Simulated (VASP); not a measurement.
Here is a VASP 6.6.1 calculation.

INCAR

```
SYSTEM = ZrO2
ALGO = Normal
EDIFF = 1E-6
ENCUT = 600
GGA_COMPAT = .FALSE.
ISIF = 2
ISMEAR = -1
LASPH = .TRUE.
LCHARG = .FALSE.
LREAL = .FALSE.
LWAVE = .FALSE.
NBANDS = 33
NELM = 120
PREC = Accurate
SIGMA = 0.08
```

Contents of KPOINTS:

```
k-points
0
G
  10 10 6
  0 0 0
```

Contents of POSCAR:

```
ZrO2
1.0
    3.5574935902      0.0000000000      0.0000000000
    0.0000000000      3.5574935902      0.0000000000
    0.0000000000      0.0000000000      5.1110778896
Zr O
2 4
Direct
    0.0000000000      0.0000000000      0.0000000000
    0.5000000000      0.5000000000      0.5000000000
    0.0000000000      0.5000000000      0.2070831279
    0.0000000000      0.5000000000      0.7070831279
    0.5000000000      0.0000000000      0.2929168721
    0.5000000000      0.0000000000      0.7929168721
```

Potentials or basis: VASP PAW LDA potentials, release 64 (Zr_sv, O).

The run is started by

```bash
$ cat potpaw_LDA.64/Zr_sv/POTCAR potpaw_LDA.64/O/POTCAR > POTCAR
$ mpirun -np 1 vasp_std > vasp.out
```

(1) Estimate the band gap on the k mesh.

(2) What does it give for the largest force?

Answers

(1) 3.96 eV (least direct gap 4.08 eV).

(2) 0.029 eV/Å.
